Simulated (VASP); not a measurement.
# Rh (P6_3/mmc) in VASP: further runs

The runs below take Rh through single point, with PBEsol.

Everything below comes from runs of VASP 6.6.1. Logs are shortened: lines on timing, memory, paths and dates and some standing lists are left out, and cuts for length are marked.

### Step 1. The cell of the first run

It takes space group P6_3/mmc (No. 194, hexagonal). The conventional cell has a = 2.690 Å, b = 2.690 Å, c = 4.362 Å, α = 90.00°, β = 90.00°, γ = 120.00°. Rh (site symmetry -6m2) has 12 Rh at 2.68 to 2.69 Å within 3.5 Å.

This isn't the form of Rh at room conditions, which is fcc.

### Step 2. Single point, PBEsol (strain -0.015 along x and y, -0.015 along z)

The input, INCAR:

```
PREC = Accurate
ENCUT = 520
EDIFF = 1E-6
ISMEAR = 0
SIGMA = 0.15
LREAL = F
LASPH = T
NELM = 80
ALGO = Fast
ISIF = 2
LWAVE = F
LCHARG = F
GGA = PS
NBANDS = 22
```

The input, KPOINTS:

```
Automatic mesh
0
Gamma
  18 18 12
```

The input, POSCAR:

```
Rh
1.0
    2.6900143566      0.0000000000      0.0000000000
   -1.3450071783      2.3296207694      0.0000000000
    0.0000000000      0.0000000000      4.3620616650
Rh
2
Direct
    0.6666666667      0.3333333333      0.7500000000
    0.3333333333      0.6666666667      0.2500000000
```

Potentials or basis: VASP PAW PBE potentials, release 64 (Rh_pv).

Launch:

```console
$ cat potpaw_PBE.64/Rh_pv/POTCAR > POTCAR
$ mpirun -np 1 vasp_std > vasp.out
```

OUTCAR:

```text
PREC = Accurate
   ENCUT = 520
   EDIFF = 1E-6
   ISMEAR = 0
   LREAL = F
   LASPH = T
   NELM = 80
   ISIF = 2
   GGA = PS

 ion  position               nearest neighbor table
   1  0.667  0.333  0.750-   2 2.68   2 2.68   2 2.68   2 2.68   2 2.68   2 2.68
   2  0.333  0.667  0.250-   1 2.68   1 2.68   1 2.68   1 2.68   1 2.68   1 2.68

  LATTYP: Found a hexagonal cell.
 ALAT       =     2.6900143566
 C/A-ratio  =     1.6215756077

  Lattice vectors:

 A1 = (   2.6900143566,   0.0000000000,   0.0000000000)
 A2 = (  -1.3450071783,   2.3296207694,   0.0000000000)
 A3 = (   0.0000000000,   0.0000000000,   4.3620616650)

Analysis of symmetry for initial positions (statically):
=====================================================================
 Subroutine PRICEL returns:
 Original cell was already a primitive cell.

 Routine SETGRP: Setting up the symmetry group for a
 hexagonal supercell.

 Subroutine GETGRP returns: Found 24 space group operations
 (whereof 12 operations were pure point group operations)
 out of a pool of 24 trial point group operations.

The static configuration has the point symmetry D_3d.
 The point group associated with its full space group is D_6h.

Analysis of symmetry for dynamics (positions and initial velocities):
=====================================================================
 Subroutine PRICEL returns:
 Original cell was already a primitive cell.

 Routine SETGRP: Setting up the symmetry group for a
 hexagonal supercell.

 Subroutine GETGRP returns: Found 24 space group operations
 (whereof 12 operations were pure point group operations)
 out of a pool of 24 trial point group operations.

The dynamic configuration has the point symmetry D_3d.
 The point group associated with its full space group is D_6h.

 Subroutine INISYM returns: Found 24 space group operations
 (whereof 12 operations are pure point group operations),
 and found     1 'primitive' translations

----------------------------------------------------------------------------------------

                                     Primitive cell

  volume of cell :      27.3358

  direct lattice vectors                    reciprocal lattice vectors
     2.690014357  0.000000000  0.000000000     0.371745228  0.214627207  0.000000000
    -1.345007178  2.329620769  0.000000000     0.000000000  0.429254415  0.000000000
     0.000000000  0.000000000  4.362061665     0.000000000  0.000000000  0.229249396

  length of vectors
     2.690014357  2.690014357  4.362061665     0.429254415  0.429254415  0.229249396

  position of ions in fractional coordinates (direct lattice)
     0.666666667  0.333333333  0.750000000
     0.333333333  0.666666667  0.250000000

  ion indices of the primitive-cell ions
   primitive index   ion index
                 1           1
                 2           2

----------------------------------------------------------------------------------------

 KPOINTS: Automatic mesh

Automatic generation of k-mesh.
 Grid dimensions read from file:
 generate k-points for:   18   18   12

 Generating k-lattice:

  Cartesian coordinates                     Fractional coordinates (reciprocal lattice)
     0.020652513  0.011923734  0.000000000     0.055555556  0.000000000  0.000000000
     0.000000000  0.023847467  0.000000000     0.000000000  0.055555556  0.000000000
     0.000000000  0.000000000  0.019104116     0.000000000  0.000000000  0.083333333

  Length of vectors
     0.023847467  0.023847467  0.019104116

  Shift w.r.t. Gamma in fractional coordinates (k-lattice)
     0.000000000  0.000000000  0.000000000

 Subroutine IBZKPT returns following result:
 ===========================================

 Found    259 irreducible k-points:

 Following reciprocal coordinates:
            Coordinates               Weight
  0.000000  0.000000  0.000000      1.000000
  0.055556 -0.000000  0.000000      6.000000
  0.111111 -0.000000  0.000000      6.000000
  0.166667  0.000000  0.000000      6.000000
  0.222222  0.000000  0.000000      6.000000
  0.277778  0.000000  0.000000      6.000000
[... 16 lines left out ...]
  0.333333  0.111111  0.000000     12.000000
  0.388889  0.111111  0.000000     12.000000
 [... further k-points ...]
   k-points           NKPTS =    259   k-points in BZ     NKDIM =    259   number of bands    NBANDS=     22
   number of dos      NEDOS =    301   number of ions     NIONS =      2
   total plane-waves  NPLWV =  12800
   dimension x,y,z NGX =    20 NGY =   20 NGZ =   32
   dimension x,y,z NGXF=    40 NGYF=   40 NGZF=   64
   ions per type =               2
   NGX,Y,Z   is equivalent  to a cutoff of  12.36, 12.36, 12.20 a.u.
   NGXF,Y,Z  is equivalent  to a cutoff of  24.72, 24.72, 24.39 a.u.
 SYSTEM =  unknown system
   PREC   = accura    normal or accurate (medium, high low for compatibility)
   ISTART =      0    job   : 0-new  1-cont  2-samecut
   ICHARG =      2    charge: 1-file 2-atom 10-const
   ISPIN  =      1    spin polarized calculation?
   LNONCOLLINEAR =      F non collinear calculations
   LSORBIT =      F    spin-orbit coupling
   LASPH  =      T    aspherical Exc in radial PAW
   ENCUT  =  520.0 eV  38.22 Ry    6.18 a.u.   5.00  5.00  8.11*2*pi/ulx,y,z
   NELM   =     80;   NELMIN=  2; NELMDL= -5     # of ELM steps
   EDIFF  = 0.1E-05   stopping-criterion for ELM
   LREAL  =      F    real-space projection
   EDIFFG = 0.1E-04   stopping-criterion for IOM
   NSW    =      0    number of steps for IOM
   IBRION =     -1    ionic relax: 0-MD 1-quasi-New 2-CG
   NFREE  =      0    steps in history (QN), initial steepest desc. (CG)
   ISIF   =      2    stress and relaxation
   ISYM   =      2    0-nonsym 1-usesym 2-fastsym
   POTIM  = 0.5000    time-step for ionic-motion
   TEBEG  =    0.0;   TEEND  =   0.0 temperature during run
   PSTRESS=    0.0 pullay stress
   NELECT =      30.0000    total number of electrons
   NUPDOWN=      -1.0000    fix difference up-down
   EMIN   =  10.00;   EMAX   =-10.00  energy-range for DOS
   EFERMI =   0.00;   METHOD = LEGACY
   ISMEAR =     0;   SIGMA  =   0.15  broadening in eV -4-tet -1-fermi 0-gaus
   EFERMI_NEDOS =   21; number of points for ismear=-14 and -15
   IALGO  =     68    algorithm
   IMIX   =      4    mixing-type and parameters
     AMIX     =   0.40;   BMIX     =  1.00
     AMIX_MAG =   1.60;   BMIX_MAG =  1.00
  volume/ion in A,a.u.               =      13.67        92.24
  Fermi-wavevector in a.u.,A,eV,Ry     =   1.688644  3.191074 38.797254  2.851518
  Thomas-Fermi vector in A             =   2.770913
   LORBIT       =      0    0 simple, 1 ext, 2 COOP (PROOUT), +10 PAW based schemes
   GGA     = PS    functional components
   LHFCALC =     F    Hartree Fock is set to
   AEXX    =    0.0000 exact exchange contribution
   IVDW    =     0    specifies the selected vdW correction
   LEPSILON=     F    determine dielectric tensor
   LRPA    =     F    only Hartree local field effects (RPA)
 non-spin polarized calculation
 RMM-DIIS sequential band-by-band and
 Gauss-broadening in eV      SIGMA  =   0.15
  energy-cutoff  :      520.00
  volume of cell :       27.34
 maximum number of plane-waves:       762
 NGX is ok and might be reduce to    20
   NGX =  9   NGY =  9   NGZ = 17

 number of electron      30.0000008 magnetization

 Free energy of the ion-electron system (eV)
  ---------------------------------------------------
  ext. energy  EPLUGINS =         0.00000000
  ---------------------------------------------------
  free energy    TOTEN  =       -16.21170897 eV

  energy without entropy =      -16.17666923  energy(sigma->0) =      -16.19418910

 E-fermi :  11.9588     XC(G=0): -14.2548

 val. band max:       11.9583779384   @ k =   0.3889   0.1667   0.0000
 cond. band min:      11.9588555802   @ k =   0.3889   0.0000   0.1667
 fundamental gap:      0.0004776418
 Fermi energy:        11.9588481541

 k-point     1 :       0.0000    0.0000    0.0000
  band No.  band energies     occupation
      1     -35.2385      2.00000
      2     -34.5663      2.00000
      3     -34.5663      2.00000
      4     -34.4736      2.00000
      5     -34.4582      2.00000
      6     -34.4582      2.00000
[... 14 lines left out ...]
     21      29.9876      0.00000
     22      30.6641      0.00000

 k-point     2 :       0.0556   -0.0000    0.0000
  band No.  band energies     occupation
      1     -35.2311      2.00000
      2     -34.5833      2.00000
      3     -34.5719      2.00000
      4     -34.4766      2.00000
      5     -34.4758      2.00000
      6     -34.4609      2.00000
[... 14 lines left out ...]
     21      30.1175      0.00000
     22      30.7745      0.00000

 k-point     3 :       0.1111   -0.0000    0.0000
  band No.  band energies     occupation
      1     -35.2094      2.00000
      2     -34.6323      2.00000
      3     -34.5875      2.00000
      4     -34.5264      2.00000
      5     -34.4857      2.00000
      6     -34.4688      2.00000
[... 14 lines left out ...]
     21      30.4613      0.00000
     22      30.8436      0.00000

 k-point     4 :       0.1667    0.0000    0.0000
  band No.  band energies     occupation
      1     -35.1748      2.00000
      2     -34.7074      2.00000
      3     -34.6110      2.00000
      4     -34.6027      2.00000
      5     -34.5008      2.00000
      6     -34.4814      2.00000
[... 14 lines left out ...]
     21      30.6615      0.00000
     22      30.7124      0.00000

 k-point     5 :       0.2222    0.0000    0.0000
  band No.  band energies     occupation
      1     -35.1296      2.00000
      2     -34.7996      2.00000
      3     -34.6947      2.00000
      4     -34.6392      2.00000
      5     -34.5222      2.00000
      6     -34.4974      2.00000
[... 417 lines left out ...]
 k-point    22 :       0.2778    0.1111    0.0000
  band No.  band energies     occupation
      1     -35.0043      2.00000
      2     -34.9806      2.00000
      3     -34.8950      2.00000
      4     -34.7121      2.00000
      5     -34.5916      2.00000
      6     -34.5697      2.00000
[... 14 lines left out ...]
     21      25.4267      0.00000
     22      27.9781      0.00000

 k-point    23 :       0.3333    0.1111    0.0000
  band No.  band energies     occupation
      1     -35.0502      2.00000
      2     -34.9509      2.00000
      3     -34.9468      2.00000
      4     -34.7446      2.00000
      5     -34.6266      2.00000
      6     -34.5870      2.00000
[... 14 lines left out ...]
     21      24.5075      0.00000
     22      27.2850      0.00000

 k-point    24 :       0.3889    0.1111    0.0000
  band No.  band energies     occupation
      1     -35.0955      2.00000
      2     -34.9805      2.00000
      3     -34.9078      2.00000
      4     -34.7656      2.00000
      5     -34.6577      2.00000
      6     -34.5982      2.00000
[... 14 lines left out ...]
     21      23.8611      0.00000
     22      26.7134      0.00000

 [... further k-points ...]

------------------------ aborting loop because EDIFF is reached ----------------------------------------

  FORCE on cell =-STRESS in cart. coord.  units (eV):
  Direction    XX          YY          ZZ          XY          YZ          ZX
  --------------------------------------------------------------------------------------
  -------------------------------------------------------------------------------------
  Total       -0.3210840     -0.3210840     -0.6189935      0.0000000     -0.0000000      0.0000000
  in kB      -18.8190448    -18.8190448    -36.2798109      0.0000000     -0.0000000      0.0000000
  external PRESSURE =     -24.6393002 kB  Pullay stress =       0.0000000 kB

 VOLUME and BASIS-vectors are now :
 -----------------------------------------------------------------------------
  energy-cutoff  :      520.00
  volume of cell :       27.34
      direct lattice vectors                 reciprocal lattice vectors
     2.690014357  0.000000000  0.000000000     0.371745228  0.214627207  0.000000000
    -1.345007178  2.329620769  0.000000000     0.000000000  0.429254415  0.000000000
     0.000000000  0.000000000  4.362061665     0.000000000  0.000000000  0.229249396

 POSITION                                       TOTAL-FORCE (eV/Angst)
 -----------------------------------------------------------------------------------
      1.34501      0.77654      3.27155        -0.000000      0.000000      0.000000
     -0.00000      1.55308      1.09052         0.000000      0.000000      0.000000
 -----------------------------------------------------------------------------------
    total drift:                                0.000000     -0.000000      0.000000

  FREE ENERGIE OF THE ION-ELECTRON SYSTEM (eV)
  ---------------------------------------------------
  free  energy   TOTEN  =       -16.2117089699 eV

  energy  without entropy=      -16.1766692305  energy(sigma->0) =      -16.19418910
```

Run time: 65 s. Hardware: 1 thread of AMD EPYC 9R45 (Zen 5), shared host; peak memory 0.2 GiB.

What came out:

- Free energy: -16.2117 eV
- Pressure: -2.5 GPa
- Band gap on the k mesh: zero (bands 15 and 16 overlap by 2.46 eV)

Caveat: the cell differs from its parent crystal (strain -0.015 along x and y, -0.015 along z); the PAW data sets were made with another functional, which shifts forces and pressure a little.

### Step 3. Single point, PBEsol (strain -0.030 along x and y, +0.030 along z)

The input, INCAR:

```
SYSTEM = Rh
ALGO = Fast ; EDIFF = 1E-7
ENCUT = 520 ; GGA = PS
ISIF = 2 ; ISMEAR = 0
LASPH = .True. ; LCHARG = .True.
LELF = .True. ; LREAL = .False.
LVHAR = .True. ; LWAVE = .False.
NBANDS = 22 ; NELM = 60
PREC = Accurate ; SIGMA = 0.15
```

The input, KPOINTS:

```
k-points
0
Gamma
  18 18 12
  0 0 0
```

The input, POSCAR:

```
Rh
1.0
    2.6490496710      0.0000000000      0.0000000000
   -1.3245248355      2.2941443109      0.0000000000
    0.0000000000      0.0000000000      4.5613436700
Rh
2
Direct
    0.6666666667      0.3333333333      0.7500000000
    0.3333333333      0.6666666667      0.2500000000
```

Potentials or basis: VASP PAW PBE potentials, release 64 (Rh_pv).

Launch:

```console
$ cat potpaw_PBE.64/Rh_pv/POTCAR > POTCAR
$ mpirun -np 1 vasp_std > vasp.out
```

Wall time 91 s (1 thread of AMD EPYC 9R45 (Zen 5), shared host); peak memory 0.2 GiB.

The run converged. Its results:

```yaml
Free_energy: -16.1363 eV
Pressure: -5.2 GPa
Band_gap_on_the_k_mesh: zero (bands 15 and 16 overlap by 2.62 eV)
```

Stress tensor (GPa, compression positive):
```
  0.56   0.00   0.00
  0.00   0.56   0.00
  0.00   0.00 -16.68
```

Levels at points of the mesh, in eV from the Fermi level:
| k point | band 13 | band 14 | band 15 | band 16 | band 17 | band 18 |
| --- | --- | --- | --- | --- | --- | --- |
| (0.00, 0.00, 0.00) | -2.56 | -1.42 | -1.42 | 0.11 | 0.23 | 0.23 |
| (0.50, 0.00, 0.00) | -1.91 | 0.49 | 0.77 | 0.98 | 3.16 | 5.29 |
| (0.00, 0.00, 0.50) | -2.97 | -2.97 | -0.34 | -0.34 | -0.34 | -0.34 |
| (0.50, 0.00, 0.50) | -0.26 | -0.26 | 0.89 | 0.89 | 2.71 | 2.71 |

Caveat: the cell differs from its parent crystal (strain -0.030 along x and y, +0.030 along z); the stress differs along the axes, from -17 to 1 GPa; the PAW data sets were made with another functional, which shifts forces and pressure a little.
